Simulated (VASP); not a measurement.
# Sr (Fm-3m) in VASP: notebook

The runs below take Sr through single point, with r2SCAN.

Program: VASP 6.6.1. These are calculated values, not measurements. Logs are shortened: lines on timing, memory, paths and dates and some standing lists are left out, and cuts for length are marked.

## (1) The cell of the first run

It takes space group Fm-3m (No. 225, cubic). Conventional cell: a = 6.104 Å, b = 6.104 Å, c = 6.104 Å, α = 90.00°, β = 90.00°, γ = 90.00°. Within 5.7 Å of Sr (site symmetry m-3m) lie 12 Sr at 4.32 Å.

## (2) Single point, r2SCAN

POSCAR

```
Sr
1.0
    0.0000000000      3.0521104090      3.0521104090
    3.0521104090      0.0000000000      3.0521104090
    3.0521104090      3.0521104090      0.0000000000
Sr
1
Direct
    0.0000000000      0.0000000000      0.0000000000
```

INCAR.step1

```
PREC = Accurate
ENCUT = 520
ISMEAR = -1
SIGMA = 0.6
LREAL = False
LASPH = True
NELM = 80
NBANDS = 11
GGA = PE
ALGO = Normal
EDIFF = 1E-4
LWAVE = True
LCHARG = False
```

INCAR.step2

```
PREC = Accurate
ENCUT = 520
EDIFF = 1E-7
ISMEAR = -1
SIGMA = 0.6
LREAL = False
LASPH = True
NELM = 80
ALGO = Normal
ISIF = 2
LWAVE = False
LCHARG = False
METAGGA = R2SCAN
LMIXTAU = True
NBANDS = 11
ISTART = 1
```

KPOINTS

```
regular mesh
0
Gamma
  9 9 9
```

Potentials or basis: VASP PAW PBE potentials, release 64 (Sr_sv).

Run with:

```bash
$ cat potpaw_PBE.64/Sr_sv/POTCAR > POTCAR
$ cp INCAR.step1 INCAR
$ mpirun -np 1 vasp_std > vasp.out
$ cp INCAR.step2 INCAR
$ mpirun -np 1 vasp_std > vasp.out
```

OUTCAR:

```text
PREC = Accurate
   ENCUT = 520
   EDIFF = 1E-7
   ISMEAR = -1
   LREAL = False
   LASPH = True
   NELM = 80
   ISIF = 2
   METAGGA = R2SCAN
   ISTART = 1

 ion  position               nearest neighbor table
   1  0.000  0.000  0.000-

  LATTYP: Found a face centered cubic cell.
 ALAT       =     6.1042208180

  Lattice vectors:

 A1 = (   0.0000000000,   3.0521104090,   3.0521104090)
 A2 = (   3.0521104090,   0.0000000000,   3.0521104090)
 A3 = (   3.0521104090,   3.0521104090,   0.0000000000)

Analysis of symmetry for initial positions (statically):
=====================================================================
 Subroutine PRICEL returns:
 Original cell was already a primitive cell.

 Routine SETGRP: Setting up the symmetry group for a
 face centered cubic supercell.

 Subroutine GETGRP returns: Found 48 space group operations
 (whereof 48 operations were pure point group operations)
 out of a pool of 48 trial point group operations.

The static configuration has the point symmetry O_h .

Analysis of symmetry for dynamics (positions and initial velocities):
=====================================================================
 Subroutine PRICEL returns:
 Original cell was already a primitive cell.

 Routine SETGRP: Setting up the symmetry group for a
 face centered cubic supercell.

 Subroutine GETGRP returns: Found 48 space group operations
 (whereof 48 operations were pure point group operations)
 out of a pool of 48 trial point group operations.

The dynamic configuration has the point symmetry O_h .

 Subroutine INISYM returns: Found 48 space group operations
 (whereof 48 operations are pure point group operations),
 and found     1 'primitive' translations

----------------------------------------------------------------------------------------

                                     Primitive cell

  volume of cell :      56.8631

  direct lattice vectors                    reciprocal lattice vectors
     0.000000000  3.052110409  3.052110409    -0.163821072  0.163821072  0.163821072
     3.052110409  0.000000000  3.052110409     0.163821072 -0.163821072  0.163821072
     3.052110409  3.052110409  0.000000000     0.163821072  0.163821072 -0.163821072

  length of vectors
     4.316335934  4.316335934  4.316335934     0.283746421  0.283746421  0.283746421

  position of ions in fractional coordinates (direct lattice)
     0.000000000  0.000000000  0.000000000

  ion indices of the primitive-cell ions
   primitive index   ion index
                 1           1

----------------------------------------------------------------------------------------

 KPOINTS: regular mesh

Automatic generation of k-mesh.
 Grid dimensions read from file:
 generate k-points for:    9    9    9

 Generating k-lattice:

  Cartesian coordinates                     Fractional coordinates (reciprocal lattice)
    -0.018202341  0.018202341  0.018202341     0.111111111  0.000000000  0.000000000
     0.018202341 -0.018202341  0.018202341     0.000000000  0.111111111  0.000000000
     0.018202341  0.018202341 -0.018202341     0.000000000  0.000000000  0.111111111

  Length of vectors
     0.031527380  0.031527380  0.031527380

  Shift w.r.t. Gamma in fractional coordinates (k-lattice)
     0.000000000  0.000000000  0.000000000

 Subroutine IBZKPT returns following result:
 ===========================================

 Found     35 irreducible k-points:

 Following reciprocal coordinates:
            Coordinates               Weight
  0.000000  0.000000  0.000000      1.000000
  0.111111  0.000000  0.000000      8.000000
  0.222222  0.000000  0.000000      8.000000
  0.333333  0.000000  0.000000      8.000000
  0.444444  0.000000  0.000000      8.000000
  0.111111  0.111111  0.000000      6.000000
[... 16 lines left out ...]
 -0.333333  0.333333  0.000000     12.000000
  0.444444  0.444444  0.000000      6.000000
 [... further k-points ...]
   k-points           NKPTS =     35   k-points in BZ     NKDIM =     35   number of bands    NBANDS=     11
   number of dos      NEDOS =    301   number of ions     NIONS =      1
   total plane-waves  NPLWV =  32768
   dimension x,y,z NGX =    32 NGY =   32 NGZ =   32
   dimension x,y,z NGXF=    64 NGYF=   64 NGZF=   64
   ions per type =               1
   NGX,Y,Z   is equivalent  to a cutoff of  12.32, 12.32, 12.32 a.u.
   NGXF,Y,Z  is equivalent  to a cutoff of  24.65, 24.65, 24.65 a.u.
 SYSTEM =  unknown system
   PREC   = accura    normal or accurate (medium, high low for compatibility)
   ISTART =      1    job   : 0-new  1-cont  2-samecut
   ICHARG =      0    charge: 1-file 2-atom 10-const
   ISPIN  =      1    spin polarized calculation?
   LNONCOLLINEAR =      F non collinear calculations
   LSORBIT =      F    spin-orbit coupling
   LASPH  =      T    aspherical Exc in radial PAW
   ENCUT  =  520.0 eV  38.22 Ry    6.18 a.u.   8.03  8.03  8.03*2*pi/ulx,y,z
   NELM   =     80;   NELMIN=  2; NELMDL=  0     # of ELM steps
   EDIFF  = 0.1E-06   stopping-criterion for ELM
   LREAL  =      F    real-space projection
   EDIFFG = 0.1E-05   stopping-criterion for IOM
   NSW    =      0    number of steps for IOM
   IBRION =     -1    ionic relax: 0-MD 1-quasi-New 2-CG
   NFREE  =      0    steps in history (QN), initial steepest desc. (CG)
   ISIF   =      2    stress and relaxation
   ISYM   =      2    0-nonsym 1-usesym 2-fastsym
   POTIM  = 0.5000    time-step for ionic-motion
   TEBEG  =    0.0;   TEEND  =   0.0 temperature during run
   PSTRESS=    0.0 pullay stress
   NELECT =      10.0000    total number of electrons
   NUPDOWN=      -1.0000    fix difference up-down
   EMIN   =  10.00;   EMAX   =-10.00  energy-range for DOS
   EFERMI =   0.00;   METHOD = LEGACY
   ISMEAR =    -1;   SIGMA  =   0.60  broadening in eV -4-tet -1-fermi 0-gaus
   EFERMI_NEDOS =   21; number of points for ismear=-14 and -15
   IALGO  =     38    algorithm
   IMIX   =      4    mixing-type and parameters
     AMIX     =   0.40;   BMIX     =  1.00
     AMIX_MAG =   1.60;   BMIX_MAG =  1.00
  volume/ion in A,a.u.               =      56.86       383.73
  Fermi-wavevector in a.u.,A,eV,Ry     =   0.917201  1.733259 11.446009  0.841258
  Thomas-Fermi vector in A             =   2.042143
   LORBIT       =      0    0 simple, 1 ext, 2 COOP (PROOUT), +10 PAW based schemes
   METAGGA = R2SCAN    functional components
   LHFCALC =     F    Hartree Fock is set to
   AEXX    =    0.0000 exact exchange contribution
   IVDW    =     0    specifies the selected vdW correction
   LEPSILON=     F    determine dielectric tensor
   LRPA    =     F    only Hartree local field effects (RPA)
 non-spin polarized calculation
  energy-cutoff  :      520.00
  volume of cell :       56.86
 maximum number of plane-waves:      1550
   NGX = 17   NGY = 17   NGZ = 17

 number of electron      10.0000000 magnetization

 Free energy of the ion-electron system (eV)
  ---------------------------------------------------
  ext. energy  EPLUGINS =         0.00000000
  ---------------------------------------------------
  free energy    TOTEN  =       -15.80764731 eV

  energy without entropy =      -14.47639504  energy(sigma->0) =      -15.14202117

 E-fermi :   1.2428     XC(G=0):  -7.6635

 val. band max:        1.2089760028   @ k =  -0.4444   0.3333   0.0000
 cond. band min:       1.3196148753   @ k =  -0.3333   0.3333   0.0000
 fundamental gap:      0.1106388724
 Fermi energy:         1.2428178986

 k-point     1 :       0.0000    0.0000    0.0000
  band No.  band energies     occupation
      1     -36.4524      2.00000
      2     -17.7327      2.00000
      3     -17.7327      2.00000
      4     -17.7327      2.00000
      5      -2.2728      1.99431
      6       4.2116      0.01410
      7       4.2116      0.01410
      8       4.2116      0.01410
      9       5.7533      0.00109
     10       5.7533      0.00109
     11       8.9122      0.00001

 k-point     2 :       0.1111    0.0000    0.0000
  band No.  band energies     occupation
      1     -36.4509      2.00000
      2     -17.7548      2.00000
      3     -17.7356      2.00000
      4     -17.7356      2.00000
      5      -2.0705      1.99204
      6       3.8736      0.02463
      7       4.3003      0.01217
      8       4.3003      0.01217
      9       5.6305      0.00133
     10       5.6305      0.00133
     11       9.4198      0.00000

 k-point     3 :       0.2222    0.0000    0.0000
  band No.  band energies     occupation
      1     -36.4470      2.00000
      2     -17.8099      2.00000
      3     -17.7430      2.00000
      4     -17.7430      2.00000
      5      -1.4946      1.97934
      6       3.1625      0.07837
      7       4.3834      0.01060
      8       4.3834      0.01060
      9       5.6011      0.00140
     10       5.6011      0.00140
     11       8.9091      0.00001

 k-point     4 :       0.3333    0.0000    0.0000
  band No.  band energies     occupation
      1     -36.4426      2.00000
      2     -17.8716      2.00000
      3     -17.7513      2.00000
      4     -17.7513      2.00000
      5      -0.6438      1.91738
      6       2.3826      0.26028
      7       4.2210      0.01388
      8       4.2210      0.01388
      9       6.0765      0.00063
     10       6.0765      0.00063
     11       8.0839      0.00002

 k-point     5 :       0.4444    0.0000    0.0000
  band No.  band energies     occupation
      1     -36.4397      2.00000
      2     -17.9112      2.00000
      3     -17.7567      2.00000
      4     -17.7567      2.00000
      5       0.2626      1.67334
      6       1.6217      0.69437
      7       4.0595      0.01813
      8       4.0595      0.01813
      9       6.6713      0.00024
     10       6.6713      0.00024
     11       7.6839      0.00004
[... 211 lines left out ...]
 k-point    21 :       0.4444    0.3333    0.0000
  band No.  band energies     occupation
      1     -36.4369      2.00000
      2     -17.8845      2.00000
      3     -17.7980      2.00000
      4     -17.7888      2.00000
      5       0.4743      1.56520
      6       2.2007      0.33695
      7       2.7873      0.14164
      8       5.5388      0.00155
      9       5.9645      0.00076
     10       6.8463      0.00018
     11       7.8197      0.00003

 k-point    22 :      -0.4444    0.3333    0.0000
  band No.  band energies     occupation
      1     -36.4357      2.00000
      2     -17.8827      2.00000
      3     -17.8253      2.00000
      4     -17.7863      2.00000
      5       1.2090      1.02819
      6       1.9095      0.49530
      7       2.5395      0.20660
      8       5.2814      0.00238
      9       5.9641      0.00076
     10       6.7737      0.00020
     11       7.4890      0.00006

 k-point    23 :      -0.3333    0.3333    0.0000
  band No.  band energies     occupation
      1     -36.4361      2.00000
      2     -17.8562      2.00000
      3     -17.8550      2.00000
      4     -17.7763      2.00000
      5       1.3196      0.93609
      6       1.9986      0.44206
      7       2.3377      0.27773
      8       4.9487      0.00415
      9       6.0026      0.00072
     10       6.2547      0.00047
     11       8.3964      0.00001

 k-point    24 :       0.4444    0.4444    0.0000
  band No.  band energies     occupation
      1     -36.4355      2.00000
      2     -17.9005      2.00000
      3     -17.7970      2.00000
      4     -17.7970      2.00000
      5       0.7824      1.36588
      6       2.0908      0.39143
      7       2.5894      0.19168
      8       6.4471      0.00034
      9       6.4471      0.00034
     10       6.7601      0.00020
     11       7.7923      0.00004

 [... further k-points ...]
[... 5 lines left out ...]
  --------------------------------------------------------------------------------------
  -------------------------------------------------------------------------------------
  Total        0.1370935      0.1370935      0.1370935      0.0000000      0.0000000     -0.0000000
  in kB        3.8627523      3.8627523      3.8627523      0.0000000      0.0000000     -0.0000000
  external PRESSURE =       3.8627523 kB  Pullay stress =       0.0000000 kB

 VOLUME and BASIS-vectors are now :
 -----------------------------------------------------------------------------
  energy-cutoff  :      520.00
  volume of cell :       56.86
      direct lattice vectors                 reciprocal lattice vectors
     0.000000000  3.052110409  3.052110409    -0.163821072  0.163821072  0.163821072
     3.052110409  0.000000000  3.052110409     0.163821072 -0.163821072  0.163821072
     3.052110409  3.052110409  0.000000000     0.163821072  0.163821072 -0.163821072

 POSITION                                       TOTAL-FORCE (eV/Angst)
 -----------------------------------------------------------------------------------
      0.00000      0.00000      0.00000         0.000000      0.000000      0.000000
 -----------------------------------------------------------------------------------
    total drift:                                0.000000      0.000000      0.000000

  FREE ENERGIE OF THE ION-ELECTRON SYSTEM (eV)
  ---------------------------------------------------
  free  energy   TOTEN  =       -15.8076473113 eV

  energy  without entropy=      -14.4763950367  energy(sigma->0) =      -15.14202117
```

Run time: 44 s. Hardware: 1 thread of Intel Xeon Platinum 8375C at 2.90GHz (Ice Lake), shared host; peak memory 0.19 GiB.

What came out:

```yaml
Free_energy: -15.8076 eV
Pressure: 0.4 GPa
Band_gap_on_the_k_mesh: zero (band 5 reaches 1.47 eV, above the bottom of band 6 at 1.46 eV)
```

Caveat: the PAW data sets were made with another functional, which shifts forces and pressure a little.

(Continued in part 2 of 2.)
